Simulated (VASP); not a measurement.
# InAs (F-43m) in VASP: phonons with r2SCAN

Aim: the phonons of InAs with r2SCAN.

Program: VASP 6.6.1. These are calculated values, not measurements. Logs are shortened: lines on timing, memory, paths and dates and some standing lists are left out, and cuts for length are marked.

## 1. The cell of the first run

It takes space group F-43m (No. 216, cubic). Conventional cell: a = 6.107 Å, b = 6.107 Å, c = 6.107 Å, α = 90.00°, β = 90.00°, γ = 90.00°. In (site symmetry -43m) has 4 As at 2.64 Å within 3.5 Å. Within 3.5 Å of As (site symmetry -43m) lie 4 In at 2.64 Å.

## 2. Phonons, r2SCAN

File INCAR:

```
SYSTEM = InAs
  PREC = Accurate
  ENCUT = 520
  EDIFF = 1E-8
  ISMEAR = 0
  SIGMA = 0.01
  LREAL = .False.
  LASPH = .True.
  NELM = 100
  ALGO = Normal
  ISIF = 2
  LWAVE = .False.
  LCHARG = .True.
  METAGGA = R2SCAN
  LMIXTAU = .True.
  IBRION = 6
  NFREE = 2
  POTIM = 0.015
  NSW = 1
```

File KPOINTS:

```
Automatic mesh
0
Gamma
  8 8 8
  0 0 0
```

File POSCAR:

```
InAs
1.0
    0.0000000000      3.0535616600      3.0535616600
    3.0535616600      0.0000000000      3.0535616600
    3.0535616600      3.0535616600      0.0000000000
In As
1 1
Direct
    0.2500000000      0.2500000000      0.2500000000
    0.0000000000      0.0000000000      0.0000000000
```

Potentials or basis: VASP PAW PBE potentials, release 64 (In_d, As).

Started as:

```
$ cat potpaw_PBE.64/In_d/POTCAR potpaw_PBE.64/As/POTCAR > POTCAR
$ mpirun -np 1 vasp_std > vasp.out
```

OUTCAR:

```text
SYSTEM = InAs
   PREC = Accurate
   ENCUT = 520
   EDIFF = 1E-8
   ISMEAR = 0
   LREAL = .False.
   LASPH = .True.
   NELM = 100
   ISIF = 2
   METAGGA = R2SCAN
   IBRION = 6
   NFREE = 2
   POTIM = 0.015
   NSW = 1

 ion  position               nearest neighbor table
   1  0.250  0.250  0.250-   2 2.64   2 2.64   2 2.64   2 2.64
   2  0.000  0.000  0.000-   1 2.64   1 2.64   1 2.64   1 2.64

  LATTYP: Found a face centered cubic cell.
 ALAT       =     6.1071233200

  Lattice vectors:

 A1 = (   0.0000000000,   3.0535616600,   3.0535616600)
 A2 = (   3.0535616600,   0.0000000000,   3.0535616600)
 A3 = (   3.0535616600,   3.0535616600,   0.0000000000)

Analysis of symmetry for initial positions (statically):
=====================================================================
 Subroutine PRICEL returns:
 Original cell was already a primitive cell.

 Routine SETGRP: Setting up the symmetry group for a
 face centered cubic supercell.

 Subroutine GETGRP returns: Found 24 space group operations
 (whereof 24 operations were pure point group operations)
 out of a pool of 48 trial point group operations.

The static configuration has the point symmetry T_d .

Analysis of symmetry for dynamics (positions and initial velocities):
=====================================================================
 Subroutine PRICEL returns:
 Original cell was already a primitive cell.

 Routine SETGRP: Setting up the symmetry group for a
 face centered cubic supercell.

 Subroutine GETGRP returns: Found 24 space group operations
 (whereof 24 operations were pure point group operations)
 out of a pool of 48 trial point group operations.

The dynamic configuration has the point symmetry T_d .

 Subroutine INISYM returns: Found 24 space group operations
 (whereof 24 operations are pure point group operations),
 and found     1 'primitive' translations

----------------------------------------------------------------------------------------

                                     Primitive cell

  volume of cell :      56.9443

  direct lattice vectors                    reciprocal lattice vectors
     0.000000000  3.053561660  3.053561660    -0.163743214  0.163743214  0.163743214
     3.053561660  0.000000000  3.053561660     0.163743214 -0.163743214  0.163743214
     3.053561660  3.053561660  0.000000000     0.163743214  0.163743214 -0.163743214

  length of vectors
     4.318388313  4.318388313  4.318388313     0.283611566  0.283611566  0.283611566

  position of ions in fractional coordinates (direct lattice)
     0.250000000  0.250000000  0.250000000
     0.000000000  0.000000000  0.000000000

  ion indices of the primitive-cell ions
   primitive index   ion index
                 1           1
                 2           2

----------------------------------------------------------------------------------------

 KPOINTS: Automatic mesh

Automatic generation of k-mesh.
 Grid dimensions read from file:
 generate k-points for:    8    8    8

 Generating k-lattice:

  Cartesian coordinates                     Fractional coordinates (reciprocal lattice)
    -0.020467902  0.020467902  0.020467902     0.125000000  0.000000000  0.000000000
     0.020467902 -0.020467902  0.020467902     0.000000000  0.125000000  0.000000000
     0.020467902  0.020467902 -0.020467902     0.000000000  0.000000000  0.125000000

  Length of vectors
     0.035451446  0.035451446  0.035451446

  Shift w.r.t. Gamma in fractional coordinates (k-lattice)
     0.000000000  0.000000000  0.000000000

 Subroutine IBZKPT returns following result:
 ===========================================

 Found     29 irreducible k-points:

 Following reciprocal coordinates:
            Coordinates               Weight
  0.000000  0.000000  0.000000      1.000000
  0.125000  0.000000  0.000000      8.000000
  0.250000  0.000000  0.000000      8.000000
  0.375000  0.000000  0.000000      8.000000
  0.500000  0.000000  0.000000      4.000000
  0.125000  0.125000  0.000000      6.000000
[... 16 lines left out ...]
  0.500000  0.250000  0.125000     48.000000
 -0.375000  0.250000  0.125000     24.000000
 [... further k-points ...]
   k-points           NKPTS =     29   k-points in BZ     NKDIM =     29   number of bands    NBANDS=     13
   number of dos      NEDOS =    301   number of ions     NIONS =      2
   total plane-waves  NPLWV =  32768
   dimension x,y,z NGX =    32 NGY =   32 NGZ =   32
   dimension x,y,z NGXF=    64 NGYF=   64 NGZF=   64
   ions per type =               1   1
   NGX,Y,Z   is equivalent  to a cutoff of  12.32, 12.32, 12.32 a.u.
   NGXF,Y,Z  is equivalent  to a cutoff of  24.64, 24.64, 24.64 a.u.
 SYSTEM =  InAs
   PREC   = accura    normal or accurate (medium, high low for compatibility)
   ISTART =      0    job   : 0-new  1-cont  2-samecut
   ICHARG =      2    charge: 1-file 2-atom 10-const
   ISPIN  =      1    spin polarized calculation?
   LNONCOLLINEAR =      F non collinear calculations
   LSORBIT =      F    spin-orbit coupling
   LASPH  =      T    aspherical Exc in radial PAW
   ENCUT  =  520.0 eV  38.22 Ry    6.18 a.u.   8.03  8.03  8.03*2*pi/ulx,y,z
   NELM   =    100;   NELMIN=  2; NELMDL= -5     # of ELM steps
   EDIFF  = 0.1E-07   stopping-criterion for ELM
   LREAL  =      F    real-space projection
   EDIFFG = 0.1E-06   stopping-criterion for IOM
   NSW    =     61    number of steps for IOM
   IBRION =      6    ionic relax: 0-MD 1-quasi-New 2-CG
   NFREE  =      2    steps in history (QN), initial steepest desc. (CG)
   ISIF   =      2    stress and relaxation
   ISYM   =      2    0-nonsym 1-usesym 2-fastsym
   POTIM  = 0.0150    time-step for ionic-motion
   TEBEG  =    0.0;   TEEND  =   0.0 temperature during run
   PSTRESS=    0.0 pullay stress
   NELECT =      18.0000    total number of electrons
   NUPDOWN=      -1.0000    fix difference up-down
   EMIN   =  10.00;   EMAX   =-10.00  energy-range for DOS
   EFERMI =   0.00;   METHOD = LEGACY
   ISMEAR =     0;   SIGMA  =   0.01  broadening in eV -4-tet -1-fermi 0-gaus
   EFERMI_NEDOS =   21; number of points for ismear=-14 and -15
   IALGO  =     38    algorithm
   IMIX   =      4    mixing-type and parameters
     AMIX     =   0.40;   BMIX     =  1.00
     AMIX_MAG =   1.60;   BMIX_MAG =  1.00
  volume/ion in A,a.u.               =      28.47       192.14
  Fermi-wavevector in a.u.,A,eV,Ry     =   1.115190  2.107404 16.920877  1.243649
  Thomas-Fermi vector in A             =   2.251793
   LORBIT       =      0    0 simple, 1 ext, 2 COOP (PROOUT), +10 PAW based schemes
   METAGGA = R2SCAN    functional components
   LHFCALC =     F    Hartree Fock is set to
   AEXX    =    0.0000 exact exchange contribution
   IVDW    =     0    specifies the selected vdW correction
   LEPSILON=     F    determine dielectric tensor
   LRPA    =     F    only Hartree local field effects (RPA)
 finite differences with symmetry
 non-spin polarized calculation
 Gauss-broadening in eV      SIGMA  =   0.01
  energy-cutoff  :      520.00
  volume of cell :       56.94
 maximum number of plane-waves:      1543
   NGX = 17   NGY = 17   NGZ = 17

--------------------------------------- Ionic step        1  -------------------------------------------

 number of electron      17.9999995 magnetization

 Free energy of the ion-electron system (eV)
  ---------------------------------------------------
  ext. energy  EPLUGINS =         0.00000000
  ---------------------------------------------------
  free energy    TOTEN  =       -38.05876646 eV

  energy without entropy =      -38.05876646  energy(sigma->0) =      -38.05876646

------------------------ aborting loop because EDIFF is reached ----------------------------------------

  FORCE on cell =-STRESS in cart. coord.  units (eV):
  Direction    XX          YY          ZZ          XY          YZ          ZX
  --------------------------------------------------------------------------------------
  -------------------------------------------------------------------------------------
  Total        0.0111034      0.0111034      0.0111034      0.0000000      0.0000000     -0.0000000
  in kB        0.3124038      0.3124038      0.3124038      0.0000000      0.0000000     -0.0000000
  external PRESSURE =       0.3124038 kB  Pullay stress =       0.0000000 kB
[... 129 lines left out ...]
  energy  without entropy=      -38.0579343816  energy(sigma->0) =      -38.05793439

--------------------------------------- Ionic step        5  -------------------------------------------

 number of electron      17.9999996 magnetization

 Free energy of the ion-electron system (eV)
  ---------------------------------------------------
  ext. energy  EPLUGINS =         0.00000000
  ---------------------------------------------------
  free energy    TOTEN  =       -38.05793402 eV

  energy without entropy =      -38.05793401  energy(sigma->0) =      -38.05793402

 E-fermi :   4.0348     XC(G=0):  -9.5204

 val. band max:        4.0067614471   @ k =   0.0000   0.0000   0.0000
 cond. band min:       4.0627773442   @ k =   0.0000   0.0000   0.0000
 fundamental gap:      0.0560158971
 Fermi energy:         4.0347691674

 k-point     1 :       0.0000    0.0000    0.0000
  band No.  band energies     occupation
      1     -10.8221      2.00000
      2     -10.8197      2.00000
      3     -10.8168      2.00000
      4     -10.6847      2.00000
      5     -10.6847      2.00000
      6      -8.1292      2.00000
      7       3.9469      2.00000
      8       3.9774      2.00000
      9       4.0068      1.99993
     10       4.0628      0.00007
     11       8.2127      0.00000
     12       8.2333      0.00000
     13       8.2556      0.00000
[... 353 lines left out ...]
 k-point    24 :      -0.3750    0.2500    0.1250
  band No.  band energies     occupation
      1     -10.9567      2.00000
      2     -10.7791      2.00000
      3     -10.7672      2.00000
      4     -10.6896      2.00000
      5     -10.6775      2.00000
      6      -6.4215      2.00000
      7      -1.5869      2.00000
      8       1.3017      2.00000
      9       2.3494      2.00000
     10       7.0429      0.00000
     11       8.3560      0.00000
     12      10.1317      0.00000
     13      11.4216      0.00000

 [... further k-points ...]

------------------------ aborting loop because EDIFF is reached ----------------------------------------

  FORCE on cell =-STRESS in cart. coord.  units (eV):
  Direction    XX          YY          ZZ          XY          YZ          ZX
  --------------------------------------------------------------------------------------
  -------------------------------------------------------------------------------------
  Total        0.0113026      0.0136021      0.0136021      0.0000000     -0.1087830      0.0000000
  in kB        0.3180096      0.3827064      0.3827064      0.0000000     -3.0607042      0.0000000
  external PRESSURE =       0.3611408 kB  Pullay stress =       0.0000000 kB
[... 17 lines left out ...]
  FREE ENERGIE OF THE ION-ELECTRON SYSTEM (eV)
  ---------------------------------------------------
  free  energy   TOTEN  =       -38.0579340210 eV

  energy  without entropy=      -38.0579340124  energy(sigma->0) =      -38.05793402

 INTERNAL STRAIN TENSORS FROM DISPLACED ATOMS
 ============================================

 INTERNAL STRAIN TENSOR FOR ION    1 for displacements in x,y,z  (eV/Angst):
          X           Y           Z          XY          YZ          ZX
  --------------------------------------------------------------------------------
  x     0.00000     0.00000     0.00000     0.00000    -7.24648     0.00000
  y     0.00000     0.00000     0.00000     0.00000     0.00000    -7.24648
  z     0.00000     0.00000     0.00000    -7.24648     0.00000     0.00000

 INTERNAL STRAIN TENSOR FOR ION    2 for displacements in x,y,z  (eV/Angst):
          X           Y           Z          XY          YZ          ZX
  --------------------------------------------------------------------------------
  x     0.00000     0.00000     0.00000     0.00000     7.25075     0.00000
  y     0.00000     0.00000     0.00000     0.00000     0.00000     7.25075
  z     0.00000     0.00000     0.00000     7.25075     0.00000     0.00000

 Eigenvectors and eigenvalues of the dynamical matrix
 ----------------------------------------------------

   1 f  =    6.315871 THz    39.683789 2PiTHz  210.674786 cm-1    26.120333 meV
             X         Y         Z           dx          dy          dz
      1.526781  1.526781  1.526781     0.000000    0.628349    0.000000
      0.000000  0.000000  0.000000     0.000000   -0.777932    0.000000

   2 f  =    6.315871 THz    39.683789 2PiTHz  210.674786 cm-1    26.120333 meV
             X         Y         Z           dx          dy          dz
      1.526781  1.526781  1.526781    -0.628349    0.000000    0.000000
      0.000000  0.000000  0.000000     0.777932    0.000000    0.000000
[... 11 lines left out ...]
   5 f/i=    0.000261 THz     0.001638 2PiTHz    0.008698 cm-1     0.001078 meV
             X         Y         Z           dx          dy          dz
      1.526781  1.526781  1.526781     0.000000   -0.777932    0.000000
      0.000000  0.000000  0.000000     0.000000   -0.628349    0.000000

   6 f/i=    0.000261 THz     0.001638 2PiTHz    0.008698 cm-1     0.001078 meV
             X         Y         Z           dx          dy          dz
      1.526781  1.526781  1.526781     0.000000    0.000000    0.777932
      0.000000  0.000000  0.000000     0.000000    0.000000    0.628349

 ELASTIC MODULI CONTR FROM IONIC RELAXATION (kBar)
 Direction    XX          YY          ZZ          XY          YZ          ZX
 --------------------------------------------------------------------------------
 XX           0.0000      0.0000      0.0000      0.0000      0.0000      0.0000
 YY           0.0000      0.0000      0.0000      0.0000      0.0000      0.0000
 ZZ           0.0000      0.0000      0.0000      0.0000      0.0000      0.0000
 XY           0.0000      0.0000      0.0000   -199.7792      0.0000      0.0000
 YZ           0.0000      0.0000      0.0000      0.0000   -199.7792      0.0000
 ZX           0.0000      0.0000      0.0000      0.0000      0.0000   -199.7792
 --------------------------------------------------------------------------------
```

Wall time 17 min (1 thread of Intel Xeon 8259CL, shared host); peak memory 0.29 GiB.

What came out:

| Quantity | Value |
| --- | --- |
| Highest phonon frequency at Γ, LO-TO splitting left out | 211 cm⁻¹ |

Phonon frequencies in cm⁻¹ (negative: imaginary):
| q point | frequencies |
| --- | --- |
| (0.000, 0.000, 0.000) | 0 0 0 211 211 211 |

Caveat: the PAW data sets were made with another functional, which shifts forces and pressure a little; spin-orbit coupling is left out, which moves the levels of the heavy elements.
